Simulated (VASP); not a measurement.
# CsPbI2Br (P4/mmm) in VASP: notebook, part 2 of 2

VASP 6.6.1.

### 3 Single point, PBE

Input file INCAR:

```
SYSTEM = CsPbI2Br
ALGO = Normal
EDIFF = 1E-6
ENCUT = 520
GGA = PE
ISIF = 2
ISMEAR = 0
LASPH = .TRUE.
LCHARG = .FALSE.
LREAL = .FALSE.
LWAVE = .FALSE.
NBANDS = 30
NELM = 80
PREC = Accurate
SIGMA = 0.01
```

Input file KPOINTS:

```
k-points
0
G
  4 4 4
  0 0 0
```

Input file POSCAR:

```
CsPbI2Br
1.0
    6.3752960000      0.0000000000      0.0000000000
    0.0000000000      6.3752960000      0.0000000000
    0.0000000000      0.0000000000      5.9622200000
Cs Pb I Br
1 1 2 1
Direct
    0.5000000000      0.5000000000      0.5000000000
    0.0000000000      0.0000000000      0.0000000000
    0.0000000000      0.5000000000      0.0000000000
    0.5000000000      0.0000000000      0.0000000000
    0.0000000000      0.0000000000      0.5000000000
```

Potentials or basis: VASP PAW PBE potentials, release 64 (Cs_sv, Pb_d, I, Br).

Started as:

```bash
$ cat potpaw_PBE.64/Cs_sv/POTCAR potpaw_PBE.64/Pb_d/POTCAR potpaw_PBE.64/I/POTCAR potpaw_PBE.64/Br/POTCAR > POTCAR
$ mpirun -np 1 vasp_std > vasp.out
```

OUTCAR:

```text
SYSTEM = CsPbI2Br
   EDIFF = 1E-6
   ENCUT = 520
   GGA = PE
   ISIF = 2
   ISMEAR = 0
   LASPH = .TRUE.
   LREAL = .FALSE.
   NELM = 80
   PREC = Accurate

 ion  position               nearest neighbor table
   1  0.500  0.500  0.500-
   2  0.000  0.000  0.000-   5 2.98   5 2.98   3 3.19   4 3.19   3 3.19   4 3.19
   3  0.000  0.500  0.000-   2 3.19   2 3.19
   4  0.500  0.000  0.000-   2 3.19   2 3.19
   5  0.000  0.000  0.500-   2 2.98   2 2.98

  LATTYP: Found a simple tetragonal cell.
 ALAT       =     6.3752960000
 C/A-ratio  =     0.9352067731

  Lattice vectors:

 A1 = (   6.3752960000,   0.0000000000,   0.0000000000)
 A2 = (   0.0000000000,   6.3752960000,   0.0000000000)
 A3 = (   0.0000000000,   0.0000000000,   5.9622200000)

Analysis of symmetry for initial positions (statically):
=====================================================================
 Subroutine PRICEL returns:
 Original cell was already a primitive cell.

 Routine SETGRP: Setting up the symmetry group for a
 simple tetragonal supercell.

 Subroutine GETGRP returns: Found 16 space group operations
 (whereof 16 operations were pure point group operations)
 out of a pool of 16 trial point group operations.

The static configuration has the point symmetry D_4h.

Analysis of symmetry for dynamics (positions and initial velocities):
=====================================================================
 Subroutine PRICEL returns:
 Original cell was already a primitive cell.

 Routine SETGRP: Setting up the symmetry group for a
 simple tetragonal supercell.

 Subroutine GETGRP returns: Found 16 space group operations
 (whereof 16 operations were pure point group operations)
 out of a pool of 16 trial point group operations.

The dynamic configuration has the point symmetry D_4h.

 Subroutine INISYM returns: Found 16 space group operations
[... 113 lines left out ...]
   IALGO  =     38    algorithm
   IMIX   =      4    mixing-type and parameters
     AMIX     =   0.40;   BMIX     =  1.00
     AMIX_MAG =   1.60;   BMIX_MAG =  1.00
  volume/ion in A,a.u.               =      48.47       327.07
  Fermi-wavevector in a.u.,A,eV,Ry     =   0.927021  1.751815 11.692406  0.859368
  Thomas-Fermi vector in A             =   2.053046
   LORBIT       =      0    0 simple, 1 ext, 2 COOP (PROOUT), +10 PAW based schemes
   GGA     = PE    functional components
   LHFCALC =     F    Hartree Fock is set to
   AEXX    =    0.0000 exact exchange contribution
   IVDW    =     0    specifies the selected vdW correction
   LEPSILON=     F    determine dielectric tensor
   LRPA    =     F    only Hartree local field effects (RPA)
 non-spin polarized calculation
 Gauss-broadening in eV      SIGMA  =   0.01
  energy-cutoff  :      520.00
  volume of cell :      242.33
 maximum number of plane-waves:      6558
 NGX is ok and might be reduce to    48
   NGX = 23   NGY = 23   NGZ = 23

 number of electron      43.9999998 magnetization

 Free energy of the ion-electron system (eV)
  ---------------------------------------------------
  ext. energy  EPLUGINS =         0.00000000
  ---------------------------------------------------
  free energy    TOTEN  =       -14.62564218 eV

  energy without entropy =      -14.62564218  energy(sigma->0) =      -14.62564218

 E-fermi :   1.3545     XC(G=0):  -7.3150

 val. band max:        1.2453090893   @ k =   0.5000   0.5000   0.5000
 cond. band min:       2.7092870292   @ k =   0.5000   0.5000   0.5000
 fundamental gap:      1.4639779399
 Fermi energy:         1.3545327200

 k-point     1 :       0.0000    0.0000    0.0000
  band No.  band energies     occupation
      1     -20.1260      2.00000
      2     -15.4688      2.00000
      3     -15.4492      2.00000
      4     -15.3958      2.00000
      5     -15.3797      2.00000
      6     -15.3797      2.00000
[... 583 lines left out ...]
     29       6.4017      0.00000
     30       7.2456      0.00000

------------------------ aborting loop because EDIFF is reached ----------------------------------------

  FORCE on cell =-STRESS in cart. coord.  units (eV):
  Direction    XX          YY          ZZ          XY          YZ          ZX
  --------------------------------------------------------------------------------------
  -------------------------------------------------------------------------------------
  Total        0.5498179      0.5498179      0.3963712      0.0000000      0.0000000      0.0000000
  in kB        3.6351364      3.6351364      2.6206193      0.0000000      0.0000000      0.0000000
  external PRESSURE =       3.2969641 kB  Pullay stress =       0.0000000 kB

 VOLUME and BASIS-vectors are now :
 -----------------------------------------------------------------------------
  energy-cutoff  :      520.00
  volume of cell :      242.33
      direct lattice vectors                 reciprocal lattice vectors
     6.375296000  0.000000000  0.000000000     0.156855462  0.000000000  0.000000000
     0.000000000  6.375296000  0.000000000     0.000000000  0.156855462  0.000000000
     0.000000000  0.000000000  5.962220000     0.000000000  0.000000000  0.167722761

 POSITION                                       TOTAL-FORCE (eV/Angst)
 -----------------------------------------------------------------------------------
      3.18765      3.18765      2.98111         0.000000      0.000000      0.000000
      0.00000      0.00000      0.00000         0.000000      0.000000      0.000000
      0.00000      3.18765      0.00000         0.000000      0.000000      0.000000
      3.18765      0.00000      0.00000         0.000000      0.000000      0.000000
      0.00000      0.00000      2.98111         0.000000      0.000000      0.000000
 -----------------------------------------------------------------------------------
    total drift:                                0.000000     -0.000000      0.000000

  FREE ENERGIE OF THE ION-ELECTRON SYSTEM (eV)
  ---------------------------------------------------
  free  energy   TOTEN  =       -14.6256421757 eV

  energy  without entropy=      -14.6256421757  energy(sigma->0) =      -14.62564218
```

Run time: 1.8 min. Hardware: 1 thread of Intel Xeon Platinum 8488C (Sapphire Rapids), shared host; peak memory 0.41 GiB.

Results:

| Property | Result |
| --- | --- |
| Free energy | -14.6256 eV |
| Pressure | 0.3 GPa |
| Band gap on the k mesh | 1.46 eV, direct |

Levels at points of the mesh, in eV from the valence-band top:
```csv
k point,band 20,band 21,band 22,band 23,band 24,band 25
"(0.00, 0.00, 0.00)",-1.31,-1.28,-1.28,3.14,4.02,4.43
"(0.50, 0.00, 0.00)",-1.47,-1.37,-0.94,2.24,4.41,4.97
"(0.50, 0.50, 0.00)",-1.42,-0.89,-0.50,1.90,1.90,4.77
"(0.00, 0.00, 0.50)",-1.36,-1.36,-1.17,2.55,4.87,4.88
"(0.50, 0.00, 0.50)",-1.64,-1.04,-0.50,1.88,2.14,4.82
"(0.50, 0.50, 0.50)",-1.01,-0.86,0.00,1.46,1.46,1.64
```

Caveat: spin-orbit coupling is left out, which moves the levels of the heavy elements. A k mesh can miss the band edges.

### 4 Single point, PBE

Input file INCAR:

```
PREC = Accurate
ENCUT = 520
EDIFF = 1E-6
ISMEAR = 0
SIGMA = 0.01
LREAL = F
LASPH = T
NELM = 100
ALGO = Normal
ISIF = 2
LWAVE = F
LCHARG = F
GGA = PE
NBANDS = 30
```

Input file KPOINTS:

```
regular mesh
0
Gamma
  4 4 4
```

POSCAR is that of step 3.

Potentials or basis: VASP PAW PBE potentials, release 64 (Cs_sv, Pb_d, I, Br).

Started as:

```bash
$ cat potpaw_PBE.64/Cs_sv/POTCAR potpaw_PBE.64/Pb_d/POTCAR potpaw_PBE.64/I/POTCAR potpaw_PBE.64/Br/POTCAR > POTCAR
$ mpirun -np 1 vasp_std > vasp.out
```

OUTCAR:

```text
PREC = Accurate
   ENCUT = 520
   EDIFF = 1E-6
   ISMEAR = 0
   LREAL = F
   LASPH = T
   NELM = 100
   ISIF = 2
   GGA = PE

 ion  position               nearest neighbor table
   1  0.500  0.500  0.500-
   2  0.000  0.000  0.000-   5 2.98   5 2.98   3 3.19   4 3.19   3 3.19   4 3.19
   3  0.000  0.500  0.000-   2 3.19   2 3.19
   4  0.500  0.000  0.000-   2 3.19   2 3.19
   5  0.000  0.000  0.500-   2 2.98   2 2.98

  LATTYP: Found a simple tetragonal cell.
 ALAT       =     6.3752960000
 C/A-ratio  =     0.9352067731

  Lattice vectors:

 A1 = (   6.3752960000,   0.0000000000,   0.0000000000)
 A2 = (   0.0000000000,   6.3752960000,   0.0000000000)
 A3 = (   0.0000000000,   0.0000000000,   5.9622200000)

Analysis of symmetry for initial positions (statically):
=====================================================================
 Subroutine PRICEL returns:
 Original cell was already a primitive cell.
[... 166 lines left out ...]
  free energy    TOTEN  =       -14.62564218 eV

  energy without entropy =      -14.62564218  energy(sigma->0) =      -14.62564218

 E-fermi :   1.3545     XC(G=0):  -7.3150

 val. band max:        1.2453090893   @ k =   0.5000   0.5000   0.5000
 cond. band min:       2.7092870292   @ k =   0.5000   0.5000   0.5000
 fundamental gap:      1.4639779399
 Fermi energy:         1.3545327200

 k-point     1 :       0.0000    0.0000    0.0000
  band No.  band energies     occupation
      1     -20.1260      2.00000
      2     -15.4688      2.00000
      3     -15.4492      2.00000
      4     -15.3958      2.00000
      5     -15.3797      2.00000
      6     -15.3797      2.00000
[... 583 lines left out ...]
     29       6.4017      0.00000
     30       7.2456      0.00000

------------------------ aborting loop because EDIFF is reached ----------------------------------------

  FORCE on cell =-STRESS in cart. coord.  units (eV):
  Direction    XX          YY          ZZ          XY          YZ          ZX
  --------------------------------------------------------------------------------------
  -------------------------------------------------------------------------------------
  Total        0.5498179      0.5498179      0.3963712      0.0000000      0.0000000      0.0000000
  in kB        3.6351364      3.6351364      2.6206193      0.0000000      0.0000000      0.0000000
  external PRESSURE =       3.2969641 kB  Pullay stress =       0.0000000 kB

 VOLUME and BASIS-vectors are now :
 -----------------------------------------------------------------------------
  energy-cutoff  :      520.00
  volume of cell :      242.33
      direct lattice vectors                 reciprocal lattice vectors
     6.375296000  0.000000000  0.000000000     0.156855462  0.000000000  0.000000000
     0.000000000  6.375296000  0.000000000     0.000000000  0.156855462  0.000000000
     0.000000000  0.000000000  5.962220000     0.000000000  0.000000000  0.167722761

 POSITION                                       TOTAL-FORCE (eV/Angst)
 -----------------------------------------------------------------------------------
      3.18765      3.18765      2.98111         0.000000      0.000000      0.000000
      0.00000      0.00000      0.00000         0.000000      0.000000      0.000000
      0.00000      3.18765      0.00000         0.000000      0.000000      0.000000
      3.18765      0.00000      0.00000         0.000000      0.000000      0.000000
      0.00000      0.00000      2.98111         0.000000      0.000000      0.000000
 -----------------------------------------------------------------------------------
    total drift:                                0.000000     -0.000000      0.000000

  FREE ENERGIE OF THE ION-ELECTRON SYSTEM (eV)
  ---------------------------------------------------
  free  energy   TOTEN  =       -14.6256421757 eV

  energy  without entropy=      -14.6256421757  energy(sigma->0) =      -14.62564218
```

OSZICAR:

```text
N       E                     dE             d eps       ncg     rms          rms(c)
DAV:   1     0.371457722107E+03    0.37146E+03   -0.17321E+04  1080   0.122E+03
DAV:   2     0.263983027284E+02   -0.34506E+03   -0.33336E+03  1336   0.282E+02
DAV:   3    -0.135920113312E+02   -0.39990E+02   -0.39789E+02  1354   0.106E+02
DAV:   4    -0.150891366919E+02   -0.14971E+01   -0.14946E+01  1514   0.275E+01
DAV:   5    -0.151267242067E+02   -0.37588E-01   -0.37569E-01  1386   0.309E+00    0.360E+00
DAV:   6    -0.146666890325E+02    0.46004E+00   -0.67456E-01  1658   0.639E+00    0.234E+00
DAV:   7    -0.146176483857E+02    0.49041E-01   -0.42952E-01  1516   0.311E+00    0.110E+00
DAV:   8    -0.146256147620E+02   -0.79664E-02   -0.54163E-02  1348   0.168E+00    0.223E-01
DAV:   9    -0.146252288518E+02    0.38591E-03   -0.47520E-03  1464   0.494E-01    0.106E-01
DAV:  10    -0.146255223537E+02   -0.29350E-03   -0.16540E-03  1432   0.198E-01    0.659E-02
DAV:  11    -0.146256377596E+02   -0.11541E-03   -0.35971E-04  1340   0.113E-01    0.166E-02
DAV:  12    -0.146256435661E+02   -0.58065E-05   -0.44393E-05  1348   0.348E-02    0.127E-02
DAV:  13    -0.146256420265E+02    0.15396E-05   -0.18620E-05  1540   0.307E-02    0.502E-03
DAV:  14    -0.146256421757E+02   -0.14923E-06   -0.27784E-06  1164   0.713E-03
   1 F= -.14625642E+02 E0= -.14625642E+02  d E =-.136388E-55
```

stdout:

```text
POSCAR found type information on POSCAR CsPbI Br
 POSCAR found :  4 types and       5 ions
 scaLAPACK will be used
 LDA part: xc-table for (Slater+PW92), standard interpolation
 POSCAR, INCAR and KPOINTS ok, starting setup
 FFT: planning ... GRIDC
 FFT: planning ... GRID_SOFT
 FFT: planning ... GRID
 WAVECAR not read
 entering main loop
```

It took 95 s on 1 thread of Intel Xeon Platinum 8488C (Sapphire Rapids), shared host; peak memory 0.41 GiB.

Results:

```yaml
Free_energy: -14.6256 eV
Pressure: 0.3 GPa
Band_gap_on_the_k_mesh: 1.46 eV, direct
```

Stress tensor (GPa, compression positive):
```
0.36 0.00 0.00
0.00 0.36 0.00
0.00 0.00 0.26
```

Levels at points of the mesh, in eV from the valence-band top:
| k point | band 18 | band 19 | band 20 | band 21 | band 22 | band 23 | band 24 | band 25 | band 26 | band 27 |
| --- | --- | --- | --- | --- | --- | --- | --- | --- | --- | --- |
| (0.00, 0.00, 0.00) | -1.58 | -1.32 | -1.31 | -1.28 | -1.28 | 3.14 | 4.02 | 4.43 | 4.62 | 4.81 |
| (0.50, 0.00, 0.00) | -1.56 | -1.55 | -1.47 | -1.37 | -0.94 | 2.24 | 4.41 | 4.97 | 4.98 | 5.12 |
| (0.50, 0.50, 0.00) | -1.54 | -1.54 | -1.42 | -0.89 | -0.50 | 1.90 | 1.90 | 4.77 | 5.29 | 5.48 |
| (0.00, 0.00, 0.50) | -1.83 | -1.51 | -1.36 | -1.36 | -1.17 | 2.55 | 4.87 | 4.88 | 5.18 | 5.18 |
| (0.50, 0.00, 0.50) | -1.68 | -1.66 | -1.64 | -1.04 | -0.50 | 1.88 | 2.14 | 4.82 | 5.11 | 5.28 |
| (0.50, 0.50, 0.50) | -1.41 | -1.01 | -1.01 | -0.86 | 0.00 | 1.46 | 1.46 | 1.64 | 4.16 | 5.03 |

Caveat: spin-orbit coupling is left out, which moves the levels of the heavy elements. A k mesh can miss the band edges.
